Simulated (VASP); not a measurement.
Runs of VASP 6.6.1 on AlN. The structure is cubic, space group Fm-3m (No. 225). Conventional cell: a = 4.038 Å, b = 4.038 Å, c = 4.038 Å, α = 90.00°, β = 90.00°, γ = 90.00°. Within 2.7 Å of Al (site symmetry m-3m) lie 6 N at 2.02 Å. N (site symmetry m-3m) has 6 Al at 2.02 Å within 2.7 Å. 

| level | k mesh | smearing | grid for exact exchange (PRECFOCK) | share of exact exchange | screening parameter | gap on the mesh (eV) | pressure (GPa) |
| --- | --- | --- | --- | --- | --- | --- | --- |
| HF | 6 × 6 × 6 | gaussian 0.01 eV | Normal | 1 | - | 9.84 | -2.6 |
| PBE-based screened hybrid with 50 % exact exchange | 6 × 6 × 6 | gaussian 0.01 eV | Normal | 0.5 | 0.1 1/Å | 8.07 | -9.4 |
| PBEsol | 8 × 8 × 8 | methfessel-paxton 0.2 eV | - | - | - | 4.59 | (b) |
| PBE-based screened hybrid with 10 % exact exchange | 6 × 6 × 6 | gaussian 0.01 eV | Normal | 0.1 | 0.2078 1/Å | (a) | 3.1 |

Alike in all rows: task single point; potentials or basis VASP PAW PBE potentials, release 64 (Al, N); no spin polarisation; cell as given; cutoff (eV) 520.

**Question.** Estimate the missing entries.

**Answer.** (a) 5.19; (b) 1.4.

Caveats: some runs use coarse meshes; the structure was generated, so it needn't be the stable form of AlN; the PAW data sets were made with another functional, which shifts forces and pressure a little.

A k mesh can miss the band edges.
